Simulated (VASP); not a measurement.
The system is Sn.

```xyz
2
Lattice="-2.9196 2.9196 1.5938 2.9196 -2.9196 1.5938 2.9196 2.9196 -1.5938" Properties=species:S:1:pos:R:3 pbc="T T T"
Sn    0.0000    0.0000    0.0000
Sn    0.0000    2.9196    0.7969
```

| Quantity | Value |
| --- | --- |
| Program | VASP 6.6.1 |
| Task | relaxation of cell and atoms |
| Functional | PBE |
| Potentials or basis | VASP PAW PBE potentials, release 64 (Sn_d) |
| Cutoff | 600 eV |
| k mesh | 8 × 8 × 8 |
| Occupations | gaussian, width 0.05 eV |
| Spin | no spin polarisation |

At the start: pressure 2.3 GPa; volume 27.17 Å³/atom.

**Question.** How do energy, volume and symmetry change on relaxing?

**Answer.** Over 7 steps the energy falls by 11.4 meV/atom and the volume is 28.40 Å³/atom (+4.5 %); space group I4_1/amd (No. 141, to 0.05 Å).

Step by step:
| step | energy change (eV) | largest force (eV/Å) | pressure (GPa) | volume (Å³) |
| --- | --- | --- | --- | --- |
| 1 | 0.0000 | 0.0000 | 2.31 | 54.34 |
| 2 | -0.0200 | 0.0000 | -0.52 | 57.48 |
| 3 | -0.0207 | 0.0000 | -0.18 | 57.01 |
| 4 | -0.0207 | 0.0000 | -0.07 | 56.96 |
| 5 | -0.0222 | 0.0000 | -0.02 | 56.88 |
| 6 | -0.0227 | 0.0000 | 0.13 | 56.78 |
| 7 | -0.0227 | 0.0000 | 0.11 | 56.80 |

Final structure:
```
CELL_PARAMETERS angstrom
-2.93666 2.93666 1.64660
2.93666 -2.93666 1.64660
2.93666 2.93666 -1.64660
ATOMIC_POSITIONS crystal
Sn 0.00000 0.00000 0.00000
Sn 0.75000 0.25000 0.50000
```
